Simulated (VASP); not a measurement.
# NaSr7Ti8O23 (a cell with a defect) in VASP: single point with PBEsol

Aim: the single point of NaSr7Ti8O23 (a cell with a defect) with PBEsol.

Everything below comes from runs of VASP 6.6.1. Logs are shortened: lines on timing, memory, paths and dates and some standing lists are left out, and cuts for length are marked.

## 1. The cell of the first run

The cell holds a defect, 39 atoms: a = 7.783 Å, b = 7.783 Å, c = 7.783 Å, α = 90.00°, β = 90.00°, γ = 90.00°.

## 2. Single point, PBEsol

File INCAR:

```
SYSTEM = NaSr7Ti8O23
  PREC = Accurate
  ENCUT = 520
  EDIFF = 1E-6
  ISMEAR = -1
  SIGMA = 0.05
  LREAL = Auto
  LASPH = .True.
  NELM = 60
  ALGO = Normal
  ISIF = 2
  LWAVE = .False.
  LCHARG = .True.
  GGA = PS
  LELF = .True.
  LVHAR = .True.
  NBANDS = 180
  NELECT = 310.0
  ISYM = 0
```

File KPOINTS:

```
Automatic mesh
0
Gamma
  1 1 1
  0.25 0.25 0.25
```

File POSCAR:

```
NaSr7Ti8O23
1.0
    7.7828210000      0.0000000000      0.0000000000
    0.0000000000      7.7828210000      0.0000000000
    0.0000000000      0.0000000000      7.7828210000
Sr Na Ti O
7 1 8 23
Direct
    0.9841610000      0.9835710000      0.9974010000
    0.9930150000      0.9922910000      0.4975440000
    0.9897800000      0.5062190000      0.9973430000
    0.9856270000      0.5073150000      0.4979980000
    0.5064430000      0.9891900000      0.9969480000
    0.5080230000      0.9845550000      0.4976160000
    0.5062270000      0.5055450000      0.9962510000
    0.5148520000      0.5136040000      0.4899330000
    0.2436150000      0.2431400000      0.2320590000
    0.2435660000      0.2430130000      0.7684330000
    0.2481770000      0.7410180000      0.2471570000
    0.2486340000      0.7406630000      0.7391490000
    0.7416140000      0.2476970000      0.2474360000
    0.7412210000      0.2479310000      0.7394510000
    0.7444980000      0.7439820000      0.2489100000
    0.7448580000      0.7441440000      0.7457440000
    0.2207040000      0.2204250000      0.0006940000
    0.2568750000      0.7703260000      0.0034120000
    0.2479800000      0.7342410000      0.5014480000
    0.7714380000      0.2565900000      0.0036310000
    0.7347950000      0.2469890000      0.5016950000
    0.7488860000      0.7480230000      0.0015990000
    0.7576470000      0.7572110000      0.5018860000
    0.0121520000      0.2563870000      0.2889350000
    0.0106960000      0.2538070000      0.7159560000
    0.0042650000      0.7533200000      0.2472210000
    0.0046240000      0.7540050000      0.7567660000
    0.4970460000      0.2520860000      0.2415940000
    0.4962400000      0.2518130000      0.7630770000
    0.5030140000      0.7566650000      0.2519720000
    0.5027060000      0.7554580000      0.7525000000
    0.2561790000      0.0114880000      0.2885810000
    0.2561650000      0.0100410000      0.7162150000
    0.2534260000      0.4965300000      0.2412420000
    0.2510940000      0.4955460000      0.7625070000
    0.7548220000      0.0036510000      0.2472820000
    0.7534810000      0.0038700000      0.7574010000
    0.7563590000      0.5023750000      0.2526080000
    0.7574340000      0.5020090000      0.7524790000
```

Potentials or basis: VASP PAW PBE potentials, release 64 (Sr_sv, Na_pv, Ti_sv, O).

Command:

```bash
cat potpaw_PBE.64/Sr_sv/POTCAR potpaw_PBE.64/Na_pv/POTCAR potpaw_PBE.64/Ti_sv/POTCAR potpaw_PBE.64/O/POTCAR > POTCAR
mpirun -np 1 vasp_std > vasp.out
```

OUTCAR:

```text
SYSTEM = NaSr7Ti8O23
   PREC = Accurate
   ENCUT = 520
   EDIFF = 1E-6
   ISMEAR = -1
   LREAL = Auto
   LASPH = .True.
   NELM = 60
   ISIF = 2
   GGA = PS
   NELECT = 310.0
   ISYM = 0

 ion  position               nearest neighbor table
   1  0.984  0.984  0.997-  22 2.59  27 2.59  37 2.60  17 2.61  36 2.64  26 2.65  20 2.69  18 2.69
                            25 3.04  33 3.05  32 3.11  24 3.12  16 3.28  15 3.28  10 3.37   9 3.39
   2  0.993  0.992  0.498-  23 2.59  32 2.62  24 2.62  25 2.66  33 2.67  36 2.69  26 2.69  27 2.74
                            37 2.75  21 2.82  19 2.82  16 3.35  15 3.35  12 3.37  14 3.37  11 3.40
   3  0.990  0.506  0.997-  20 2.58  39 2.63  22 2.66  27 2.69  38 2.69  35 2.74  26 2.74  34 2.80
                            17 2.86  18 2.92  25 2.95  24 2.99  16 3.30  15 3.30  11 3.34  10 3.36
   4  0.986  0.507  0.498-  24 2.55  25 2.61  38 2.61  23 2.63  39 2.66  19 2.70  26 2.74  27 2.79
                            21 2.81  34 2.89  35 2.92  16 3.26  15 3.27  12 3.32  14 3.35  11 3.36
   5  0.506  0.989  0.997-  18 2.58  31 2.63  22 2.66  37 2.68  30 2.69  29 2.74  36 2.75  28 2.80
                            17 2.86  20 2.93  33 2.93  32 3.00  16 3.30  15 3.30  13 3.35  10 3.35
   6  0.508  0.985  0.498-  32 2.56  33 2.60  30 2.61  23 2.63  31 2.67  21 2.70  36 2.74  37 2.79
                            19 2.81  28 2.88  29 2.93  16 3.26  15 3.26  14 3.32  12 3.35  13 3.36
   7  0.506  0.506  0.996-  22 2.67  29 2.68  35 2.69  31 2.72  39 2.72  34 2.74  28 2.75  38 2.79
                            30 2.79  18 2.83  20 2.83  17 3.14  16 3.27  15 3.28  13 3.35  11 3.35
   8  0.515  0.514  0.490-   4 3.66   6 3.67   7 3.84   7 3.94
   9  0.244  0.243  0.232-  17 1.82  24 1.86  32 1.86  34 1.97  28 1.98   3 3.38   5 3.38   1 3.39
                             7 3.42   2 3.45   4 3.54   6 3.54
  10  0.244  0.243  0.768-  17 1.82  25 1.86  33 1.86  35 1.97  29 1.97   5 3.35   3 3.36   1 3.37
                             7 3.39   2 3.47   4 3.56   6 3.57
  11  0.248  0.741  0.247-  26 1.90  34 1.90  18 1.91  19 1.98  30 1.99  32 2.13   3 3.34   7 3.35
                             4 3.36   6 3.39   5 3.40   1 3.40   2 3.40
  12  0.249  0.741  0.739-  19 1.85  27 1.91  35 1.92  31 1.98  18 2.07  33 2.10   4 3.32   6 3.35
                             2 3.37   7 3.37   3 3.38   5 3.43   1 3.44
  13  0.742  0.248  0.247-  36 1.90  28 1.90  20 1.91  21 1.98  38 1.99  24 2.13   5 3.35   7 3.35
                             6 3.36   4 3.39   3 3.40   2 3.40   1 3.40
  14  0.741  0.248  0.739-  21 1.85  37 1.91  29 1.92  39 1.98  20 2.07  25 2.11   6 3.32   4 3.35
                             2 3.37   7 3.37   5 3.38   3 3.44   1 3.44
  15  0.744  0.744  0.249-  30 1.88  38 1.88  22 1.93  23 1.97  36 2.02  26 2.02   6 3.26   4 3.27
                             7 3.28   1 3.28   3 3.30   5 3.30   2 3.35
  16  0.745  0.744  0.746-  31 1.89  39 1.89  23 1.90  22 1.99  37 2.02  27 2.02   4 3.26   6 3.26
                             7 3.27   1 3.28   3 3.30   5 3.30   2 3.35
  17  0.221  0.220  0.001-   9 1.82  10 1.82   1 2.61   3 2.86   5 2.86   7 3.14
  18  0.257  0.770  0.003-  11 1.91  12 2.07   5 2.58   1 2.69   7 2.83   3 2.92
  19  0.248  0.734  0.501-  12 1.85  11 1.98   4 2.70   6 2.81   2 2.82
  20  0.771  0.257  0.004-  13 1.91  14 2.07   3 2.58   1 2.69   7 2.83   5 2.93
  21  0.735  0.247  0.502-  14 1.85  13 1.98   6 2.70   4 2.81   2 2.82
[... 4 lines left out ...]
  26  0.004  0.753  0.247-  11 1.90  15 2.02   1 2.65   2 2.69   3 2.74   4 2.74
  27  0.005  0.754  0.757-  12 1.91  16 2.02   1 2.59   3 2.69   2 2.74   4 2.79
  28  0.497  0.252  0.242-  13 1.90   9 1.98   7 2.75   5 2.80   6 2.88
  29  0.496  0.252  0.763-  14 1.92  10 1.97   7 2.68   5 2.74   6 2.93
  30  0.503  0.757  0.252-  15 1.88  11 1.99   6 2.61   5 2.69   7 2.79
  31  0.503  0.755  0.752-  16 1.89  12 1.98   5 2.63   6 2.67   7 2.72
  32  0.256  0.011  0.289-   9 1.86  11 2.13   6 2.56   2 2.62   5 3.00   1 3.11
  33  0.256  0.010  0.716-  10 1.86  12 2.10   6 2.60   2 2.67   5 2.93   1 3.05
  34  0.253  0.497  0.241-  11 1.90   9 1.97   7 2.74   3 2.80   4 2.89
  35  0.251  0.496  0.763-  12 1.92  10 1.97   7 2.69   3 2.74   4 2.92
  36  0.755  0.004  0.247-  13 1.90  15 2.02   1 2.64   2 2.69   6 2.74   5 2.75
  37  0.753  0.004  0.757-  14 1.91  16 2.02   1 2.60   5 2.68   2 2.75   6 2.79
  38  0.756  0.502  0.253-  15 1.88  13 1.99   4 2.61   3 2.69   7 2.79
  39  0.757  0.502  0.752-  16 1.89  14 1.98   3 2.63   4 2.66   7 2.72

IMPORTANT INFORMATION: All symmetrisations will be switched off!
NOSYMM: (Re-)initialisation of all symmetry stuff for point group C_1.

----------------------------------------------------------------------------------------

                                     Primitive cell

  volume of cell :     471.4234

  direct lattice vectors                    reciprocal lattice vectors
     7.782821000  0.000000000  0.000000000     0.128488115  0.000000000  0.000000000
     0.000000000  7.782821000  0.000000000     0.000000000  0.128488115  0.000000000
     0.000000000  0.000000000  7.782821000     0.000000000  0.000000000  0.128488115

  length of vectors
     7.782821000  7.782821000  7.782821000     0.128488115  0.128488115  0.128488115

  position of ions in fractional coordinates (direct lattice)
     0.984161000  0.983571000  0.997401000
     0.993015000  0.992291000  0.497544000
     0.989780000  0.506219000  0.997343000
     0.985627000  0.507315000  0.497998000
[... 97 lines left out ...]
     0.250000000  0.250000000  0.250000000

 Subroutine IBZKPT returns following result:
 ===========================================

 Found      4 irreducible k-points:

 Following reciprocal coordinates:
            Coordinates               Weight
  0.250000  0.250000  0.250000      2.000000
 -0.250000  0.250000  0.250000      2.000000
 -0.250000 -0.250000  0.250000      2.000000
  0.250000 -0.250000  0.250000      2.000000
   k-points           NKPTS =      4   k-points in BZ     NKDIM =      4   number of bands    NBANDS=    180
   number of dos      NEDOS =    301   number of ions     NIONS =     39
   total plane-waves  NPLWV = 216000
   dimension x,y,z NGX =    60 NGY =   60 NGZ =   60
   dimension x,y,z NGXF=   120 NGYF=  120 NGZF=  120
   ions per type =               7   1   8  23
   NGX,Y,Z   is equivalent  to a cutoff of  12.82, 12.82, 12.82 a.u.
   NGXF,Y,Z  is equivalent  to a cutoff of  25.63, 25.63, 25.63 a.u.
 SYSTEM =  NaSr7Ti8O23
   PREC   = accura    normal or accurate (medium, high low for compatibility)
   ISTART =      0    job   : 0-new  1-cont  2-samecut
   ICHARG =      2    charge: 1-file 2-atom 10-const
   ISPIN  =      1    spin polarized calculation?
   LNONCOLLINEAR =      F non collinear calculations
   LSORBIT =      F    spin-orbit coupling
   LASPH  =      T    aspherical Exc in radial PAW
   ENCUT  =  520.0 eV  38.22 Ry    6.18 a.u.  14.47 14.47 14.47*2*pi/ulx,y,z
   NELM   =     60;   NELMIN=  2; NELMDL= -5     # of ELM steps
   EDIFF  = 0.1E-05   stopping-criterion for ELM
   LREAL  =      T    real-space projection
   EDIFFG = 0.1E-04   stopping-criterion for IOM
   NSW    =      0    number of steps for IOM
   IBRION =     -1    ionic relax: 0-MD 1-quasi-New 2-CG
   NFREE  =      0    steps in history (QN), initial steepest desc. (CG)
   ISIF   =      2    stress and relaxation
   ISYM   =      0    0-nonsym 1-usesym 2-fastsym
   POTIM  = 0.5000    time-step for ionic-motion
   TEBEG  =    0.0;   TEEND  =   0.0 temperature during run
   PSTRESS=    0.0 pullay stress
   NELECT =     310.0000    total number of electrons
   NUPDOWN=      -1.0000    fix difference up-down
   EMIN   =  10.00;   EMAX   =-10.00  energy-range for DOS
   EFERMI =   0.00;   METHOD = LEGACY
   ISMEAR =    -1;   SIGMA  =   0.05  broadening in eV -4-tet -1-fermi 0-gaus
   EFERMI_NEDOS =   21; number of points for ismear=-14 and -15
   IALGO  =     38    algorithm
   IMIX   =      4    mixing-type and parameters
     AMIX     =   0.40;   BMIX     =  1.00
     AMIX_MAG =   1.60;   BMIX_MAG =  1.00
  volume/ion in A,a.u.               =      12.09        81.57
  Fermi-wavevector in a.u.,A,eV,Ry     =   1.423612  2.690237 27.574541  2.026672
  Thomas-Fermi vector in A             =   2.544191
   LORBIT       =      0    0 simple, 1 ext, 2 COOP (PROOUT), +10 PAW based schemes
   GGA     = PS    functional components
   LHFCALC =     F    Hartree Fock is set to
   AEXX    =    0.0000 exact exchange contribution
   IVDW    =     0    specifies the selected vdW correction
   LEPSILON=     F    determine dielectric tensor
   LRPA    =     F    only Hartree local field effects (RPA)
 non-spin polarized calculation
  energy-cutoff  :      520.00
  volume of cell :      471.42
 maximum number of plane-waves:     12704
 NGX is ok and might be reduce to    60
   NGX = 29   NGY = 29   NGZ = 29

 number of electron     309.9999971 magnetization

 Free energy of the ion-electron system (eV)
  ---------------------------------------------------
  ext. energy  EPLUGINS =         0.00000000
  ---------------------------------------------------
  free energy    TOTEN  =      -328.98702959 eV

  energy without entropy =     -328.98702959  energy(sigma->0) =     -328.98702959

 E-fermi :   4.8556     XC(G=0): -11.2943

 val. band max:        3.5781164450   @ k =   0.2500   0.2500   0.2500
 cond. band min:       6.1931686116   @ k =  -0.2500  -0.2500   0.2500
 fundamental gap:      2.6150521666
 Fermi energy:         4.8556376729

 k-point     1 :       0.2500    0.2500    0.2500
  band No.  band energies     occupation
      1     -52.4790      2.00000
      2     -52.4684      2.00000
      3     -52.3653      2.00000
      4     -52.3633      2.00000
      5     -52.3423      2.00000
      6     -52.3418      2.00000
[... 669 lines left out ...]
    166       7.4111      0.00000
    167       7.4217      0.00000
 [bands above 167 left out]

------------------------ aborting loop because EDIFF is reached ----------------------------------------

  FORCE on cell =-STRESS in cart. coord.  units (eV):
  Direction    XX          YY          ZZ          XY          YZ          ZX
  --------------------------------------------------------------------------------------
  -------------------------------------------------------------------------------------
  Total       -7.5670511     -7.5718253     -6.0135539      0.4536172      0.2929799      0.2535582
  in kB      -25.7173446    -25.7335700    -20.4376364      1.5416612      0.9957201      0.8617417
  external PRESSURE =     -23.9628503 kB  Pullay stress =       0.0000000 kB

 VOLUME and BASIS-vectors are now :
 -----------------------------------------------------------------------------
  energy-cutoff  :      520.00
  volume of cell :      471.42
      direct lattice vectors                 reciprocal lattice vectors
     7.782821000  0.000000000  0.000000000     0.128488115  0.000000000  0.000000000
     0.000000000  7.782821000  0.000000000     0.000000000  0.128488115  0.000000000
     0.000000000  0.000000000  7.782821000     0.000000000  0.000000000  0.128488115

 POSITION                                       TOTAL-FORCE (eV/Angst)
 -----------------------------------------------------------------------------------
      7.65955      7.65496      7.76259         0.034115      0.040144      0.007245
      7.72846      7.72282      3.87230         0.008055      0.011292      0.039810
      7.70328      3.93981      7.76214         0.022629     -0.000922      0.007226
      7.67096      3.94834      3.87583         0.013127      0.010068      0.016224
      3.94156      7.69869      7.75907         0.007692      0.015294      0.011080
      3.95385      7.66262      3.87286         0.004837      0.028327      0.015305
[... 31 lines left out ...]
      5.88661      3.90989      1.96600        -0.028292     -0.048669     -0.027168
      5.89497      3.90705      5.85641        -0.029078     -0.073801     -0.027653
 -----------------------------------------------------------------------------------
    total drift:                               -0.026087     -0.014389     -0.001388

  FREE ENERGIE OF THE ION-ELECTRON SYSTEM (eV)
  ---------------------------------------------------
  free  energy   TOTEN  =      -328.9870295930 eV

  energy  without entropy=     -328.9870295930  energy(sigma->0) =     -328.98702959
```

Wall time 13 min (1 thread of Intel Xeon Platinum 8259CL at 2.50GHz (Skylake/Cascade Lake), shared host); peak memory 0.63 GiB.

Results:

```
Free energy   : -328.9870 eV
Largest force : 0.160 eV/Å
```

Forces on the atoms (eV/Å):
```
Sr   0.034  0.040  0.007
Sr   0.008  0.011  0.040
Sr   0.023 -0.001  0.007
Sr   0.013  0.010  0.016
Sr   0.008  0.015  0.011
Sr   0.005  0.028  0.015
Sr  -0.002  0.003  0.005
Na  -0.001  0.004  0.008
Ti   0.071  0.065  0.090
Ti   0.077  0.079  0.033
Ti   0.108  0.090  0.078
Ti   0.086  0.054  0.094
Ti   0.090  0.093  0.071
Ti   0.049  0.085  0.091
Ti   0.096  0.099  0.080
Ti   0.095  0.099  0.051
O   -0.020 -0.023  0.015
O   -0.033 -0.009 -0.044
O   -0.029 -0.019 -0.044
O   -0.022 -0.040 -0.035
O   -0.022 -0.025 -0.044
O   -0.021 -0.028 -0.032
O   -0.018 -0.020 -0.066
O   -0.062 -0.048 -0.020
O   -0.039  0.008 -0.059
O   -0.054 -0.013 -0.031
O   -0.079 -0.044 -0.015
O   -0.036 -0.011 -0.009
O   -0.019 -0.008 -0.039
O   -0.051 -0.034 -0.019
O   -0.074 -0.031 -0.023
O   -0.046 -0.067 -0.021
O   -0.001 -0.044 -0.064
O   -0.011 -0.045 -0.001
O   -0.006 -0.026 -0.036
O   -0.017 -0.052 -0.037
O   -0.043 -0.073 -0.020
O   -0.028 -0.049 -0.027
O   -0.029 -0.074 -0.028
```

Levels at points of the mesh, in eV from the Fermi level:
```
           k point  band 151  band 152  band 153  band 154  band 155  band 156  band 157  band 158  band 159  band 160
(0.25, 0.25, 0.25)     -1.75     -1.42     -1.41     -1.32     -1.28      1.36      1.47      1.53      1.57      1.57
```

Caveat: the cell carries a net charge on a neutralising background, which shifts energy and pressure; the cell is charged against a uniform background, so pressure and absolute levels hang on convention; the PAW data sets were made with another functional, which shifts forces and pressure a little.
